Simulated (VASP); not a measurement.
Here is a VASP 6.6.1 calculation.

The input POSCAR:

```
Si
1.0
    0.0000000000      2.6948977067      2.6948977067
    2.6948977067      0.0000000000      2.6948977067
    2.6948977067      2.6948977067      0.0000000000
Si
2
Direct
    0.0000000000      0.0000000000      0.0000000000
    0.2500000000      0.2500000000      0.2500000000
```

INCAR.step1

```
PREC     = Accurate       # precision mode
ENCUT    = 520            # plane-wave cutoff, eV
EDIFF    = 1E-5           # SCF threshold, eV
ISMEAR   = 0              # smearing method
SIGMA    = 0.01           # smearing width, eV
LREAL    = False          # projectors in reciprocal space
LASPH    = True           # aspherical terms in the spheres
NELM     = 100            # most SCF steps
ALGO     = Normal         # electronic algorithm
ISIF     = 2              # what is computed and relaxed
LWAVE    = True           # write WAVECAR
LCHARG   = False          # write CHGCAR
GGA      = PE             # functional
NBANDS   = 11             # bands
```

File INCAR.step2:

```
PREC     = Accurate       # precision mode
ENCUT    = 520            # plane-wave cutoff, eV
EDIFF    = 1E-6           # SCF threshold, eV
ISMEAR   = 0              # smearing method
SIGMA    = 0.01           # smearing width, eV
LREAL    = False          # projectors in reciprocal space
LASPH    = True           # aspherical terms in the spheres
NELM     = 100            # most SCF steps
ALGO     = Normal         # electronic algorithm
ISIF     = 2              # what is computed and relaxed
LWAVE    = False          # write WAVECAR
LCHARG   = False          # write CHGCAR
GGA      = PE             # functional
LHFCALC  = True           # exact exchange
HFSCREEN = 0.2079         # screening, 1/A
PRECFOCK = Normal       
ISTART   = 1            
NBANDS   = 11             # bands
```

KPOINTS

```
regular mesh
0
Gamma
  6 6 6
```

Potentials or basis: VASP PAW PBE potentials, release 64 (Si).

Launch:

```console
$ cat potpaw_PBE.64/Si/POTCAR > POTCAR
$ cp INCAR.step1 INCAR
$ mpirun -np 1 vasp_std > vasp.out
$ cp INCAR.step2 INCAR
$ mpirun -np 1 vasp_std > vasp.out
```

Problem. Predict the band gap on the k mesh.

Solution. 1.25 eV (least direct gap 3.34 eV).

Problem. What does it give for the pressure?

Solution. 2.6 GPa.

Caveat: the cell differs from its parent crystal (strain -1.0%); the PAW data sets were made with another functional, which shifts forces and pressure a little. A k mesh can miss the band edges.
